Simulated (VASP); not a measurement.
# CdInS2 (P-3m1) in VASP: a series of runs, part 2 of 2

VASP 6.6.1.

### Step 4. Single point, PBE

Contents of INCAR:

```
SYSTEM = CdInS2
PREC     = Accurate       ! precision mode
ENCUT    = 520            ! plane-wave cutoff, eV
EDIFF    = 1E-7           ! SCF threshold, eV
ISMEAR   = -1             ! smearing method
SIGMA    = 0.05           ! smearing width, eV
LREAL    = .FALSE.        ! projectors in reciprocal space
LASPH    = .TRUE.         ! aspherical terms in the spheres
NELM     = 60             ! most SCF steps
ALGO     = Normal         ! electronic algorithm
ISIF     = 2              ! what is computed and relaxed
LWAVE    = .FALSE.        ! write WAVECAR
LCHARG   = .FALSE.        ! write CHGCAR
GGA      = PE             ! functional
NBANDS   = 26             ! bands
```

Contents of KPOINTS:

```
regular mesh
0
G
  7 7 4
  0 0 0
```

Contents of POSCAR:

```
CdInS2
1.0
    3.8694960000      0.0000000000      0.0000000000
   -1.9347480000      3.3510818358      0.0000000000
    0.0000000000      0.0000000000      6.8105290000
Cd In S
1 1 2
Direct
    0.0000000000      0.0000000000      0.0000000000
    0.0000000000      0.0000000000      0.5000000000
    0.6666666667      0.3333333333      0.7550490000
    0.3333333333      0.6666666667      0.2449510000
```

Potentials or basis: VASP PAW PBE potentials, release 64 (Cd, In_d, S).

Command:

```sh
$ cat potpaw_PBE.64/Cd/POTCAR potpaw_PBE.64/In_d/POTCAR potpaw_PBE.64/S/POTCAR > POTCAR
$ mpirun -np 1 vasp_std > vasp.out
```

OUTCAR:

```text
SYSTEM = CdInS2
   PREC = Accurate
   ENCUT = 520
   EDIFF = 1E-7
   ISMEAR = -1
   LREAL = .FALSE.
   LASPH = .TRUE.
   NELM = 60
   ISIF = 2
   GGA = PE

 ion  position               nearest neighbor table
   1  0.000  0.000  0.000-   3 2.79   4 2.79   4 2.79   3 2.79   3 2.79   4 2.79   2 3.41   2 3.41

   2  0.000  0.000  0.500-   3 2.83   4 2.83   4 2.83   3 2.83   3 2.83   4 2.83   1 3.41   1 3.41

   3  0.667  0.333  0.755-   1 2.79   1 2.79   1 2.79   2 2.83   2 2.83   2 2.83
   4  0.333  0.667  0.245-   1 2.79   1 2.79   1 2.79   2 2.83   2 2.83   2 2.83

  LATTYP: Found a hexagonal cell.
 ALAT       =     3.8694960000
 C/A-ratio  =     1.7600558316

  Lattice vectors:

 A1 = (   3.8694960000,   0.0000000000,   0.0000000000)
 A2 = (  -1.9347480000,   3.3510818358,   0.0000000000)
 A3 = (   0.0000000000,   0.0000000000,   6.8105290000)

Analysis of symmetry for initial positions (statically):
=====================================================================
 Subroutine PRICEL returns:
 Original cell was already a primitive cell.

 Routine SETGRP: Setting up the symmetry group for a
 hexagonal supercell.

 Subroutine GETGRP returns: Found 12 space group operations
 (whereof 12 operations were pure point group operations)
 out of a pool of 24 trial point group operations.

The static configuration has the point symmetry D_3d.

Analysis of symmetry for dynamics (positions and initial velocities):
=====================================================================
 Subroutine PRICEL returns:
 Original cell was already a primitive cell.

 Routine SETGRP: Setting up the symmetry group for a
 hexagonal supercell.

 Subroutine GETGRP returns: Found 12 space group operations
 (whereof 12 operations were pure point group operations)
 out of a pool of 24 trial point group operations.

The dynamic configuration has the point symmetry D_3d.

 Subroutine INISYM returns: Found 12 space group operations
 (whereof 12 operations are pure point group operations),
 and found     1 'primitive' translations

----------------------------------------------------------------------------------------

                                     Primitive cell

  volume of cell :      88.3121

  direct lattice vectors                    reciprocal lattice vectors
     3.869496000  0.000000000  0.000000000     0.258431589  0.149205547  0.000000000
    -1.934748000  3.351081836  0.000000000     0.000000000  0.298411095  0.000000000
     0.000000000  0.000000000  6.810529000     0.000000000  0.000000000  0.146831472

  length of vectors
     3.869496000  3.869496000  6.810529000     0.298411095  0.298411095  0.146831472

  position of ions in fractional coordinates (direct lattice)
     0.000000000  0.000000000  0.000000000
     0.000000000  0.000000000  0.500000000
     0.666666667  0.333333333  0.755049000
     0.333333333  0.666666667  0.244951000

  ion indices of the primitive-cell ions
   primitive index   ion index
                 1           1
                 2           2
                 3           3
                 4           4

----------------------------------------------------------------------------------------

 KPOINTS: regular mesh

Automatic generation of k-mesh.
 Grid dimensions read from file:
 generate k-points for:    7    7    4

 Generating k-lattice:

  Cartesian coordinates                     Fractional coordinates (reciprocal lattice)
     0.036918798  0.021315078  0.000000000     0.142857143  0.000000000  0.000000000
     0.000000000  0.042630156  0.000000000     0.000000000  0.142857143  0.000000000
     0.000000000  0.000000000  0.036707868     0.000000000  0.000000000  0.250000000

  Length of vectors
     0.042630156  0.042630156  0.036707868

  Shift w.r.t. Gamma in fractional coordinates (k-lattice)
     0.000000000  0.000000000  0.000000000

 Subroutine IBZKPT returns following result:
 ===========================================

 Found     28 irreducible k-points:

 Following reciprocal coordinates:
            Coordinates               Weight
  0.000000  0.000000  0.000000      1.000000
  0.142857 -0.000000  0.000000      6.000000
  0.285714  0.000000  0.000000      6.000000
  0.428571 -0.000000  0.000000      6.000000
  0.142857  0.142857  0.000000      6.000000
  0.285714  0.142857  0.000000     12.000000
[... 16 lines left out ...]
  0.285714  0.000000  0.500000      6.000000
  0.428571 -0.000000  0.500000      6.000000
 [... further k-points ...]
   k-points           NKPTS =     28   k-points in BZ     NKDIM =     28   number of bands    NBANDS=     26
   number of dos      NEDOS =    301   number of ions     NIONS =      4
   total plane-waves  NPLWV =  48600
   dimension x,y,z NGX =    30 NGY =   30 NGZ =   54
   dimension x,y,z NGXF=    60 NGYF=   60 NGZF=  108
   ions per type =               1   1   2
   NGX,Y,Z   is equivalent  to a cutoff of  12.89, 12.89, 13.18 a.u.
   NGXF,Y,Z  is equivalent  to a cutoff of  25.78, 25.78, 26.36 a.u.
 SYSTEM =  CdInS2
   PREC   = accura    normal or accurate (medium, high low for compatibility)
   ISTART =      0    job   : 0-new  1-cont  2-samecut
   ICHARG =      2    charge: 1-file 2-atom 10-const
   ISPIN  =      1    spin polarized calculation?
   LNONCOLLINEAR =      F non collinear calculations
   LSORBIT =      F    spin-orbit coupling
   LASPH  =      T    aspherical Exc in radial PAW
   ENCUT  =  520.0 eV  38.22 Ry    6.18 a.u.   7.19  7.19 12.66*2*pi/ulx,y,z
   NELM   =     60;   NELMIN=  2; NELMDL= -5     # of ELM steps
   EDIFF  = 0.1E-06   stopping-criterion for ELM
   LREAL  =      F    real-space projection
   EDIFFG = 0.1E-05   stopping-criterion for IOM
   NSW    =      0    number of steps for IOM
   IBRION =     -1    ionic relax: 0-MD 1-quasi-New 2-CG
   NFREE  =      0    steps in history (QN), initial steepest desc. (CG)
   ISIF   =      2    stress and relaxation
   ISYM   =      2    0-nonsym 1-usesym 2-fastsym
   POTIM  = 0.5000    time-step for ionic-motion
   TEBEG  =    0.0;   TEEND  =   0.0 temperature during run
   PSTRESS=    0.0 pullay stress
   NELECT =      37.0000    total number of electrons
   NUPDOWN=      -1.0000    fix difference up-down
   EMIN   =  10.00;   EMAX   =-10.00  energy-range for DOS
   EFERMI =   0.00;   METHOD = LEGACY
   ISMEAR =    -1;   SIGMA  =   0.05  broadening in eV -4-tet -1-fermi 0-gaus
   EFERMI_NEDOS =   21; number of points for ismear=-14 and -15
   IALGO  =     38    algorithm
   IMIX   =      4    mixing-type and parameters
     AMIX     =   0.40;   BMIX     =  1.00
     AMIX_MAG =   1.60;   BMIX_MAG =  1.00
  volume/ion in A,a.u.               =      22.08       148.99
  Fermi-wavevector in a.u.,A,eV,Ry     =   1.224998  2.314910 20.417170  1.500620
  Thomas-Fermi vector in A             =   2.360052
   LORBIT       =      0    0 simple, 1 ext, 2 COOP (PROOUT), +10 PAW based schemes
   GGA     = PE    functional components
   LHFCALC =     F    Hartree Fock is set to
   AEXX    =    0.0000 exact exchange contribution
   IVDW    =     0    specifies the selected vdW correction
   LEPSILON=     F    determine dielectric tensor
   LRPA    =     F    only Hartree local field effects (RPA)
 non-spin polarized calculation
  energy-cutoff  :      520.00
  volume of cell :       88.31
 maximum number of plane-waves:      2398
 NGX is ok and might be reduce to    30
   NGX = 15   NGY = 15   NGZ = 25

 number of electron      37.0000009 magnetization

 Free energy of the ion-electron system (eV)
  ---------------------------------------------------
  ext. energy  EPLUGINS =         0.00000000
  ---------------------------------------------------
  free energy    TOTEN  =       -13.09626945 eV

  energy without entropy =      -13.08901737  energy(sigma->0) =      -13.09264341

 E-fermi :   5.2337     XC(G=0): -10.0682

 val. band max:        5.2114755696   @ k =   0.2857   0.0000   0.2500
 cond. band min:       5.2584463056   @ k =   0.4286  -0.0000   0.0000
 fundamental gap:      0.0469707360
 Fermi energy:         5.2337164339

 k-point     1 :       0.0000    0.0000    0.0000
  band No.  band energies     occupation
      1      -9.4296      2.00000
      2      -9.4253      2.00000
      3      -9.4253      2.00000
      4      -9.3576      2.00000
      5      -9.3576      2.00000
      6      -8.6942      2.00000
[... 685 lines left out ...]
     25      10.9320      0.00000
     26      11.7989      0.00000

 [... further k-points ...]

------------------------ aborting loop because EDIFF is reached ----------------------------------------

  FORCE on cell =-STRESS in cart. coord.  units (eV):
  Direction    XX          YY          ZZ          XY          YZ          ZX
  --------------------------------------------------------------------------------------
  -------------------------------------------------------------------------------------
  Total        0.0654715      0.0654715      0.0588652     -0.0000000      0.0000000      0.0000000
  in kB        1.1877980      1.1877980      1.0679445     -0.0000000      0.0000000      0.0000000
  external PRESSURE =       1.1478468 kB  Pullay stress =       0.0000000 kB

 VOLUME and BASIS-vectors are now :
 -----------------------------------------------------------------------------
  energy-cutoff  :      520.00
  volume of cell :       88.31
      direct lattice vectors                 reciprocal lattice vectors
     3.869496000  0.000000000  0.000000000     0.258431589  0.149205547  0.000000000
    -1.934748000  3.351081836  0.000000000     0.000000000  0.298411095  0.000000000
     0.000000000  0.000000000  6.810529000     0.000000000  0.000000000  0.146831472

 POSITION                                       TOTAL-FORCE (eV/Angst)
 -----------------------------------------------------------------------------------
      0.00000      0.00000      0.00000        -0.000000      0.000000      0.000000
      0.00000      0.00000      3.40526        -0.000000      0.000000      0.000000
      1.93475      1.11703      5.14228        -0.000000      0.000000      0.101320
     -0.00000      2.23405      1.66825         0.000000     -0.000000     -0.101320
 -----------------------------------------------------------------------------------
    total drift:                                0.000000     -0.000000      0.000000

  FREE ENERGIE OF THE ION-ELECTRON SYSTEM (eV)
  ---------------------------------------------------
  free  energy   TOTEN  =       -13.0962694450 eV

  energy  without entropy=      -13.0890173745  energy(sigma->0) =      -13.09264341
```

It took 77 s on 1 thread of Intel Xeon 8259CL, shared host; peak memory 0.25 GiB.

What came out:

- Free energy: -13.0963 eV
- Pressure: 0.1 GPa
- Largest force: 0.101 eV/Å
- Band gap on the k mesh: zero (an odd number of electrons rules out a gap without spin polarisation)

Forces in eV/Å, atoms in the order of the input:
```
Cd   0.000  0.000  0.000
In   0.000  0.000  0.000
S    0.000  0.000  0.101
S    0.000  0.000 -0.101
```

Caveat: spin-orbit coupling is left out, which moves the levels of the heavy elements.

### Step 5. Single point, PBE

Contents of INCAR:

```
  PREC = Accurate
  ENCUT = 520
  EDIFF = 1E-6
  ISMEAR = -1
  SIGMA = 0.05
  LREAL = F
  LASPH = T
  NELM = 80
  ALGO = Normal
  ISIF = 2
  LWAVE = F
  LCHARG = F
  GGA = PE
  NBANDS = 26
```

Contents of KPOINTS:

```
regular mesh
0
Gamma
  8 8 4
```

POSCAR is that of step 4.

Command:

```sh
$ cat potpaw_PBE.64/Cd/POTCAR potpaw_PBE.64/In_d/POTCAR potpaw_PBE.64/S/POTCAR > POTCAR
$ mpirun -np 1 vasp_std > vasp.out
```

Wall time 79 s (1 thread of Intel Xeon 8259CL, shared host); peak memory 0.26 GiB.

The run converged. Its results:

* Free energy: -13.0951 eV
* Pressure: 0.1 GPa
* Largest force: 0.025 eV/Å
* Band gap on the k mesh: zero (an odd number of electrons rules out a gap without spin polarisation)

Forces in eV/Å, atoms in the order of the input:
```
Cd   0.000  0.000  0.000
In   0.000  0.000  0.000
S    0.000  0.000  0.025
S    0.000  0.000 -0.025
```

Stress tensor (GPa, compression positive):
```
0.01 0.00 0.00
0.00 0.01 0.00
0.00 0.00 0.16
```

Levels at points of the mesh, in eV from the Fermi level:
| k point | band 14 | band 15 | band 16 | band 17 | band 18 | band 19 | band 20 | band 21 | band 22 | band 23 |
| --- | --- | --- | --- | --- | --- | --- | --- | --- | --- | --- |
| (0.00, 0.00, 0.00) | -2.62 | -2.09 | -2.09 | -1.89 | -1.59 | -1.59 | 1.82 | 4.37 | 4.84 | 4.84 |
| (0.50, 0.00, 0.00) | -5.11 | -4.50 | -3.51 | -3.30 | -1.73 | -0.08 | 1.83 | 1.88 | 3.83 | 4.19 |
| (0.00, 0.00, 0.50) | -4.96 | -1.90 | -1.90 | -1.75 | -1.75 | 0.54 | 1.11 | 4.53 | 4.88 | 4.89 |
| (0.50, 0.00, 0.50) | -5.83 | -3.09 | -2.99 | -2.66 | -2.57 | -0.81 | 0.30 | 3.82 | 4.00 | 5.12 |

Caveat: spin-orbit coupling is left out, which moves the levels of the heavy elements.

### Step 6. Overview

| k mesh | gap on the mesh (eV) | pressure (GPa) | largest force (eV/Å) |
| --- | --- | --- | --- |
| 4 × 4 × 2 | none | 0.1 | 0.05 |
| 5 × 5 × 3 | none | 0.0 | - |
| 7 × 7 × 4 | none | 0.1 | 0.10 |
| 8 × 8 × 4 | none | 0.1 | 0.02 |

Alike in all rows: task single point; level PBE; potentials or basis VASP PAW PBE potentials, release 64 (Cd, In_d, S); no spin polarisation; cell as given; cutoff (eV) 520; smearing fermi-dirac 0.05 eV.

Caveats: some runs use coarse meshes; spin-orbit coupling is left out, which moves the levels of the heavy elements.

Total energies depend on the potentials used, so only differences within one code and one set of settings carry meaning.

The gap in the log of VASP goes by the Fermi energy; the results here count the filled bands.